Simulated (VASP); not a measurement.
# SiGe: single point with PBEsol

SiGe:

```
CELL_PARAMETERS angstrom
3.90047 0.00000 0.00000
-1.95023 3.37790 0.00000
0.00000 0.00000 6.44316
ATOMIC_POSITIONS crystal
Si 0.66667 0.33333 0.87455
Si 0.33333 0.66667 0.37455
Ge 0.66667 0.33333 0.50821
Ge 0.33333 0.66667 0.00821
```

This cell differs from its parent crystal: atoms shifted along a free coordinate.

```
Program                : VASP 6.6.1
Task                   : single point
Functional             : PBEsol
Potentials or basis    : VASP PAW PBE potentials, release 64 (Si, Ge_d)
Cutoff                 : 520 eV
k mesh                 : 12 × 12 × 6
Occupations            : gaussian, width 0.03 eV
Spin                   : no spin polarisation
Dipole correction      : no
Further INCAR settings : ALGO = Normal; EDIFF = 1e-07; NBANDS = 26
```

```json
{
 "Pressure": "0.0 GPa",
 "Largest force": "0.650 eV/Å",
 "Band gap on the k mesh": "0.20 eV (least direct gap 0.38 eV)"
}
```

Forces on the atoms (eV/Å):
```
Si   0.000  0.000  0.650
Si   0.000  0.000  0.650
Ge   0.000  0.000 -0.650
Ge   0.000  0.000 -0.650
```

Stress tensor (GPa, compression positive):
```
-1.02  0.00  0.00
 0.00 -1.02  0.00
 0.00  0.00  1.99
```

Levels at points of the mesh, in eV from the valence-band top:
| k point | band 14 | band 15 | band 16 | band 17 | band 18 | band 19 | band 20 | band 21 | band 22 | band 23 |
| --- | --- | --- | --- | --- | --- | --- | --- | --- | --- | --- |
| (0.00, 0.00, 0.00) | -1.69 | -1.69 | -0.73 | 0.00 | 0.00 | 0.38 | 1.35 | 1.82 | 1.82 | 2.68 |
| (0.50, 0.00, 0.00) | -6.45 | -5.04 | -3.33 | -3.28 | -1.54 | 0.27 | 1.87 | 2.84 | 2.95 | 4.23 |
| (0.00, 0.00, 0.50) | -4.88 | -1.05 | -1.05 | -1.05 | -1.05 | 1.18 | 1.18 | 2.96 | 2.96 | 2.96 |
| (0.50, 0.00, 0.50) | -7.70 | -2.86 | -2.86 | -2.60 | -2.60 | 0.43 | 0.43 | 1.73 | 1.73 | 5.50 |

Wall time 63 s on 1 thread of Intel(R) Xeon(R) 6975P-C (Granite Rapids) (shared host), peak memory 0.29 GiB.

Caveat: the cell differs from its parent crystal (atoms shifted along a free coordinate); semilocal functionals underestimate gaps, and a narrow one can read as zero; the PAW data sets were made with another functional, which shifts forces and pressure a little. A k mesh can miss the band edges.
